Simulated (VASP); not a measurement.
# La (P6_3/mmc) in VASP: notebook, part 2 of 2

VASP 6.6.1. The steps go on from the part before.

## 4. Single point, r2SCAN

This run uses another cell than the first one, of 23.64 Å³/atom, 0.858 times its volume.

File POSCAR:

```
La
1.0
    3.1634922981      0.0000000000      0.0000000000
   -1.5817461490      2.7396646948      0.0000000000
    0.0000000000      0.0000000000      5.4544724016
La
2
Direct
    0.3333333333      0.6666666667      0.2500000000
    0.6666666667      0.3333333333      0.7500000000
```

File INCAR.step1:

```
SYSTEM = La
  ALGO = Normal
  EDIFF = 1E-4
  ENCUT = 520
  GGA = PE
  ISMEAR = -1
  LASPH = .TRUE.
  LCHARG = .FALSE.
  LREAL = .FALSE.
  LWAVE = .TRUE.
  NBANDS = 18
  NELM = 100
  PREC = Accurate
  SIGMA = 0.1
```

File INCAR.step2:

```
SYSTEM = La
  ALGO = Normal
  EDIFF = 1E-6
  ENCUT = 520
  ISIF = 2
  ISMEAR = -1
  ISTART = 1
  LASPH = .TRUE.
  LCHARG = .FALSE.
  LMIXTAU = .TRUE.
  LREAL = .FALSE.
  LWAVE = .FALSE.
  METAGGA = R2SCAN
  NBANDS = 18
  NELM = 100
  PREC = Accurate
  SIGMA = 0.1
```

File KPOINTS:

```
k-points
0
G
  7 7 4
  0 0 0
```

Potentials or basis: VASP PAW PBE potentials, release 64 (La).

On the command line:

```sh
$ cat potpaw_PBE.64/La/POTCAR > POTCAR
$ cp INCAR.step1 INCAR
$ mpirun -np 1 vasp_std > vasp.out
$ cp INCAR.step2 INCAR
$ mpirun -np 1 vasp_std > vasp.out
```

OUTCAR:

```text
SYSTEM = La
   EDIFF = 1E-6
   ENCUT = 520
   ISIF = 2
   ISMEAR = -1
   ISTART = 1
   LASPH = .TRUE.
   LREAL = .FALSE.
   METAGGA = R2SCAN
   NELM = 100
   PREC = Accurate

 ion  position               nearest neighbor table
   1  0.333  0.667  0.250-   2 3.28   2 3.28   2 3.28   2 3.28   2 3.28   2 3.28
   2  0.667  0.333  0.750-   1 3.28   1 3.28   1 3.28   1 3.28   1 3.28   1 3.28

  LATTYP: Found a hexagonal cell.
 ALAT       =     3.1634922981
 C/A-ratio  =     1.7241933558

  Lattice vectors:

 A1 = (   3.1634922981,   0.0000000000,   0.0000000000)
 A2 = (  -1.5817461490,   2.7396646948,   0.0000000000)
 A3 = (   0.0000000000,   0.0000000000,   5.4544724016)

Analysis of symmetry for initial positions (statically):
=====================================================================
 Subroutine PRICEL returns:
 Original cell was already a primitive cell.

 Routine SETGRP: Setting up the symmetry group for a
 hexagonal supercell.

 Subroutine GETGRP returns: Found 24 space group operations
 (whereof 12 operations were pure point group operations)
 out of a pool of 24 trial point group operations.

The static configuration has the point symmetry D_3d.
 The point group associated with its full space group is D_6h.

Analysis of symmetry for dynamics (positions and initial velocities):
=====================================================================
 Subroutine PRICEL returns:
 Original cell was already a primitive cell.

 Routine SETGRP: Setting up the symmetry group for a
 hexagonal supercell.

 Subroutine GETGRP returns: Found 24 space group operations
 (whereof 12 operations were pure point group operations)
 out of a pool of 24 trial point group operations.

The dynamic configuration has the point symmetry D_3d.
 The point group associated with its full space group is D_6h.

 Subroutine INISYM returns: Found 24 space group operations
 (whereof 12 operations are pure point group operations),
 and found     1 'primitive' translations

----------------------------------------------------------------------------------------

                                     Primitive cell

  volume of cell :      47.2734

  direct lattice vectors                    reciprocal lattice vectors
     3.163492298  0.000000000  0.000000000     0.316106349  0.182504086  0.000000000
    -1.581746149  2.739664695  0.000000000     0.000000000  0.365008171  0.000000000
     0.000000000  0.000000000  5.454472402     0.000000000  0.000000000  0.183335789

  length of vectors
     3.163492298  3.163492298  5.454472402     0.365008171  0.365008171  0.183335789

  position of ions in fractional coordinates (direct lattice)
     0.333333333  0.666666667  0.250000000
     0.666666667  0.333333333  0.750000000

  ion indices of the primitive-cell ions
   primitive index   ion index
                 1           1
                 2           2

----------------------------------------------------------------------------------------

 KPOINTS: k-points

Automatic generation of k-mesh.
 Grid dimensions read from file:
 generate k-points for:    7    7    4

 Generating k-lattice:

  Cartesian coordinates                     Fractional coordinates (reciprocal lattice)
     0.045158050  0.026072012  0.000000000     0.142857143  0.000000000  0.000000000
     0.000000000  0.052144024  0.000000000     0.000000000  0.142857143  0.000000000
     0.000000000  0.000000000  0.045833947     0.000000000  0.000000000  0.250000000

  Length of vectors
     0.052144024  0.052144024  0.045833947

  Shift w.r.t. Gamma in fractional coordinates (k-lattice)
     0.000000000  0.000000000  0.000000000

 Subroutine IBZKPT returns following result:
 ===========================================

 Found     24 irreducible k-points:

 Following reciprocal coordinates:
            Coordinates               Weight
  0.000000  0.000000  0.000000      1.000000
  0.142857 -0.000000  0.000000      6.000000
  0.285714 -0.000000  0.000000      6.000000
  0.428571 -0.000000  0.000000      6.000000
  0.142857  0.142857  0.000000      6.000000
  0.285714  0.142857  0.000000     12.000000
[... 16 lines left out ...]
  0.428571  0.142857  0.500000      6.000000
  0.285714  0.285714  0.500000      6.000000
   k-points           NKPTS =     24   k-points in BZ     NKDIM =     24   number of bands    NBANDS=     18
   number of dos      NEDOS =    301   number of ions     NIONS =      2
   total plane-waves  NPLWV =  24192
   dimension x,y,z NGX =    24 NGY =   24 NGZ =   42
   dimension x,y,z NGXF=    48 NGYF=   48 NGZF=   84
   ions per type =               2
   NGX,Y,Z   is equivalent  to a cutoff of  12.61, 12.61, 12.80 a.u.
   NGXF,Y,Z  is equivalent  to a cutoff of  25.22, 25.22, 25.60 a.u.
 SYSTEM =  La
   PREC   = accura    normal or accurate (medium, high low for compatibility)
   ISTART =      1    job   : 0-new  1-cont  2-samecut
   ICHARG =      0    charge: 1-file 2-atom 10-const
   ISPIN  =      1    spin polarized calculation?
   LNONCOLLINEAR =      F non collinear calculations
   LSORBIT =      F    spin-orbit coupling
   LASPH  =      T    aspherical Exc in radial PAW
   ENCUT  =  520.0 eV  38.22 Ry    6.18 a.u.   5.88  5.88 10.14*2*pi/ulx,y,z
   NELM   =    100;   NELMIN=  2; NELMDL=  0     # of ELM steps
   EDIFF  = 0.1E-05   stopping-criterion for ELM
   LREAL  =      F    real-space projection
   EDIFFG = 0.1E-04   stopping-criterion for IOM
   NSW    =      0    number of steps for IOM
   IBRION =     -1    ionic relax: 0-MD 1-quasi-New 2-CG
   NFREE  =      0    steps in history (QN), initial steepest desc. (CG)
   ISIF   =      2    stress and relaxation
   ISYM   =      2    0-nonsym 1-usesym 2-fastsym
   POTIM  = 0.5000    time-step for ionic-motion
   TEBEG  =    0.0;   TEEND  =   0.0 temperature during run
   PSTRESS=    0.0 pullay stress
   NELECT =      22.0000    total number of electrons
   NUPDOWN=      -1.0000    fix difference up-down
   EMIN   =  10.00;   EMAX   =-10.00  energy-range for DOS
   EFERMI =   0.00;   METHOD = LEGACY
   ISMEAR =    -1;   SIGMA  =   0.10  broadening in eV -4-tet -1-fermi 0-gaus
   EFERMI_NEDOS =   21; number of points for ismear=-14 and -15
   IALGO  =     38    algorithm
   IMIX   =      4    mixing-type and parameters
     AMIX     =   0.40;   BMIX     =  1.00
     AMIX_MAG =   1.60;   BMIX_MAG =  1.00
  volume/ion in A,a.u.               =      23.64       159.51
  Fermi-wavevector in a.u.,A,eV,Ry     =   1.268655  2.397410 21.898367  1.609485
  Thomas-Fermi vector in A             =   2.401738
   LORBIT       =      0    0 simple, 1 ext, 2 COOP (PROOUT), +10 PAW based schemes
   METAGGA = R2SCAN    functional components
   LHFCALC =     F    Hartree Fock is set to
   AEXX    =    0.0000 exact exchange contribution
   IVDW    =     0    specifies the selected vdW correction
   LEPSILON=     F    determine dielectric tensor
   LRPA    =     F    only Hartree local field effects (RPA)
 non-spin polarized calculation
  energy-cutoff  :      520.00
  volume of cell :       47.27
 maximum number of plane-waves:      1282
 NGX is ok and might be reduce to    24
   NGX = 11   NGY = 11   NGZ = 21

 number of electron      22.0000001 magnetization

 Free energy of the ion-electron system (eV)
  ---------------------------------------------------
  ext. energy  EPLUGINS =         0.00000000
  ---------------------------------------------------
  free energy    TOTEN  =       -58.16034981 eV

  energy without entropy =      -58.09137959  energy(sigma->0) =      -58.12586470

 E-fermi :  13.3247     XC(G=0): -12.4336

 val. band max:       13.3144952728   @ k =   0.1429   0.1429   0.0000
 cond. band min:      13.3714694519   @ k =   0.1429   0.1429   0.0000
 fundamental gap:      0.0569741792
 Fermi energy:        13.3247309675

 k-point     1 :       0.0000    0.0000    0.0000
  band No.  band energies     occupation
      1     -20.8921      2.00000
      2     -20.0041      2.00000
      3      -5.9494      2.00000
      4      -1.7737      2.00000
      5      -1.7737      2.00000
      6      -1.7042      2.00000
[... 10 lines left out ...]
     17      15.8532      0.00000
     18      15.8573      0.00000
[... 463 lines left out ...]
 k-point    24 :       0.2857    0.2857    0.5000
  band No.  band energies     occupation
      1     -19.5229      2.00000
      2     -19.5229      2.00000
      3      -5.3061      2.00000
      4      -5.3061      2.00000
      5      -4.1758      2.00000
      6      -4.1758      2.00000
[... 10 lines left out ...]
     17      16.4303      0.00000
     18      16.4303      0.00000

------------------------ aborting loop because EDIFF is reached ----------------------------------------

  FORCE on cell =-STRESS in cart. coord.  units (eV):
  Direction    XX          YY          ZZ          XY          YZ          ZX
  --------------------------------------------------------------------------------------
  -------------------------------------------------------------------------------------
  Total        5.9440850      5.9440850      5.9591787      0.0000000      0.0000000      0.0000000
  in kB      201.4552768    201.4552768    201.9668310      0.0000000      0.0000000      0.0000000
  external PRESSURE =     201.6257949 kB  Pullay stress =       0.0000000 kB

 VOLUME and BASIS-vectors are now :
 -----------------------------------------------------------------------------
  energy-cutoff  :      520.00
  volume of cell :       47.27
      direct lattice vectors                 reciprocal lattice vectors
     3.163492298  0.000000000  0.000000000     0.316106349  0.182504086  0.000000000
    -1.581746149  2.739664695  0.000000000     0.000000000  0.365008171  0.000000000
     0.000000000  0.000000000  5.454472402     0.000000000  0.000000000  0.183335789

 POSITION                                       TOTAL-FORCE (eV/Angst)
 -----------------------------------------------------------------------------------
     -0.00000      1.82644      1.36362        -0.000000      0.000000      0.000000
      1.58175      0.91322      4.09085         0.000000     -0.000000      0.000000
 -----------------------------------------------------------------------------------
    total drift:                                0.000000     -0.000000      0.000000

  FREE ENERGIE OF THE ION-ELECTRON SYSTEM (eV)
  ---------------------------------------------------
  free  energy   TOTEN  =       -58.1603498080 eV

  energy  without entropy=      -58.0913795853  energy(sigma->0) =      -58.12586470
```

Run time: 56 s. Hardware: 1 thread of Intel Xeon Platinum 8488C (Sapphire Rapids), shared host; peak memory 0.18 GiB.

Results:

| Item | Value |
| --- | --- |
| Free energy | -58.1603 eV |
| Pressure | 20.2 GPa |
| Band gap on the k mesh | zero (band 11 reaches 14.59 eV, above the bottom of band 12 at 11.91 eV) |

Levels at points of the mesh, in eV from the Fermi level:
```tsv
k point	band 8	band 9	band 10	band 11	band 12	band 13	band 14	band 15
(0.00, 0.00, 0.00)	-14.65	-1.94	-1.78	0.71	1.81	1.81	1.98	2.08
(0.00, 0.00, 0.50)	-14.88	-1.03	-1.03	1.27	1.27	1.93	1.93	1.93
```

Caveat: the PAW data sets were made with another functional, which shifts forces and pressure a little; spin-orbit coupling is left out, which moves the levels of the heavy elements.

## 5. Relaxation of cell and atoms, r2SCAN, target pressure 20 GPa, at which the enthalpy is minimised

This run uses another cell than the first one, of 36.96 Å³/atom, 1.342 times its volume.

File POSCAR:

```
La
1.0
    3.7500000000      0.0000000000      0.0000000000
   -1.8750000000      3.2475952600      0.0000000000
    0.0000000000      0.0000000000      6.0700000000
La
2
Direct
    0.3333333300      0.6666666700      0.2500000000
    0.6666666700      0.3333333300      0.7500000000
```

File INCAR.step1:

```
PREC     = Accurate       # precision mode
ENCUT    = 600            # plane-wave cutoff, eV
ISMEAR   = -1             # smearing method
SIGMA    = 0.1            # smearing width, eV
LREAL    = False          # projectors in reciprocal space
LASPH    = True           # aspherical terms in the spheres
NELM     = 100            # most SCF steps
GGA      = PE             # functional
ALGO     = Normal         # electronic algorithm
EDIFF    = 1E-4           # SCF threshold, eV
LWAVE    = True           # write WAVECAR
LCHARG   = False          # write CHGCAR
```

File INCAR.step2:

```
PREC     = Accurate       # precision mode
ENCUT    = 600            # plane-wave cutoff, eV
EDIFF    = 1E-6           # SCF threshold, eV
ISMEAR   = -1             # smearing method
SIGMA    = 0.1            # smearing width, eV
LREAL    = False          # projectors in reciprocal space
LASPH    = True           # aspherical terms in the spheres
NELM     = 100            # most SCF steps
ALGO     = Normal         # electronic algorithm
ISIF     = 3              # what is computed and relaxed
LWAVE    = False          # write WAVECAR
LCHARG   = False          # write CHGCAR
METAGGA  = R2SCAN         # meta-GGA
LMIXTAU  = True         
IBRION   = 2              # ionic algorithm
NSW      = 80             # ionic steps
EDIFFG   = -0.03          # ionic threshold
PSTRESS  = 200.0        
ISTART   = 1
```

File KPOINTS:

```
regular mesh
0
Gamma
  7 7 4
```

On the command line:

```sh
$ cat potpaw_PBE.64/La/POTCAR > POTCAR
$ cp INCAR.step1 INCAR
$ mpirun -np 1 vasp_std > vasp.out
$ cp INCAR.step2 INCAR
$ mpirun -np 1 vasp_std > vasp.out
```

Run time: 12 min. Hardware: 1 thread of Intel Xeon Platinum 8488C (Sapphire Rapids), shared host; peak memory 0.25 GiB.

The run converged. Its results:

```
Free energy                                            : -58.1805 eV
Relaxed volume                                         : 23.70 Å³/atom
Relaxed cell                                           : a = 3.165 Å, b = 3.165 Å, c = 5.464 Å, α = 90.00°, β = 90.00°, γ = 120.00°
Space group after relaxing (to 0.05 Å)                 : P6_3/mmc (No. 194)
Energy change on relaxing (the enthalpy is what falls) : +638.7 meV/atom
Ionic steps                                            : 9
Pressure after relaxing                                : 20.0 GPa
Band gap on the k mesh                                 : zero (band 11 reaches 14.55 eV, above the bottom of band 12 at 11.88 eV)
```

Stress tensor (GPa, compression positive):
```
20.07  0.00  0.00
 0.00 20.07  0.00
 0.00  0.00 19.98
```

The path:
```
step  energy change (eV)  largest force (eV/Å)  pressure (GPa)  volume (Å³)
   1              0.0000                0.0000            0.95        73.92
   2              3.8465                0.0000           63.54        36.17
   3              1.1767                0.0000           18.24        48.60
   4              1.2585                0.0000           19.15        47.90
   5              1.3350                0.0000           20.10        47.27
   6              1.3343                0.0000           20.52        47.00
   7              1.3497                0.0000           20.97        46.83
   8              1.2275                0.0000           19.38        47.80
   9              1.2774                0.0000           20.04        47.40
```

Final structure:
```cif
data_structure
_symmetry_space_group_name_H-M 'P 1'
_symmetry_Int_Tables_number 1
_cell_length_a 3.1649
_cell_length_b 3.1649
_cell_length_c 5.4637
_cell_angle_alpha 90.000
_cell_angle_beta 90.000
_cell_angle_gamma 120.000
_cell_volume 47.40
loop_
_atom_site_label
_atom_site_type_symbol
_atom_site_fract_x
_atom_site_fract_y
_atom_site_fract_z
_atom_site_occupancy
La1 La 0.33333 0.66667 0.25000 1
La2 La 0.66667 0.33333 0.75000 1
```

Levels at points of the mesh, in eV from the Fermi level:
```
           k point  band 8  band 9  band 10  band 11  band 12  band 13  band 14  band 15
(0.00, 0.00, 0.00)  -14.66   -1.93    -1.80     0.71     1.81     1.81     1.98     2.08
(0.00, 0.00, 0.50)  -14.88   -1.03    -1.03     1.27     1.27     1.94     1.94     1.94
```

Caveat: the cell is relaxed towards a set pressure, so the enthalpy falls and the energy may rise; the volume moved by over 15 % at a fixed basis, so the end points are rough; the PAW data sets were made with another functional, which shifts forces and pressure a little; spin-orbit coupling is left out, which moves the levels of the heavy elements.

## 6. Summary

| task | cell | cutoff (eV) | gap on the mesh (eV) | pressure (GPa) |
| --- | --- | --- | --- | --- |
| single point | a = 3.337, b = 3.337, c = 5.715 Å, angles 90.0, 90.0, 120.0°, 2 atoms | 520 | none | 10.1 |
| relaxation of cell and atoms | relaxed to 10 GPa from a = 3.750, b = 3.750, c = 6.070 Å, angles 90.0, 90.0, 120.0°, 2 atoms | 600 | none | 10.1 |
| single point | a = 3.163, b = 3.163, c = 5.454 Å, angles 90.0, 90.0, 120.0°, 2 atoms | 520 | none | 20.2 |
| relaxation of cell and atoms | relaxed to 20 GPa from a = 3.750, b = 3.750, c = 6.070 Å, angles 90.0, 90.0, 120.0°, 2 atoms | 600 | none | 20.0 |

Alike in all rows: level r2SCAN; potentials or basis VASP PAW PBE potentials, release 64 (La); no spin polarisation; k mesh 7 × 7 × 4; smearing fermi-dirac 0.1 eV.

Caveats: the PAW data sets were made with another functional, which shifts forces and pressure a little; spin-orbit coupling is left out, which moves the levels of the heavy elements; the cell is relaxed towards a set pressure, so the enthalpy falls and the energy may rise (some runs); the volume moved by over 15 % at a fixed basis, so the end points are rough (some runs).

Absolute energies hang on the potentials; compare differences alone.
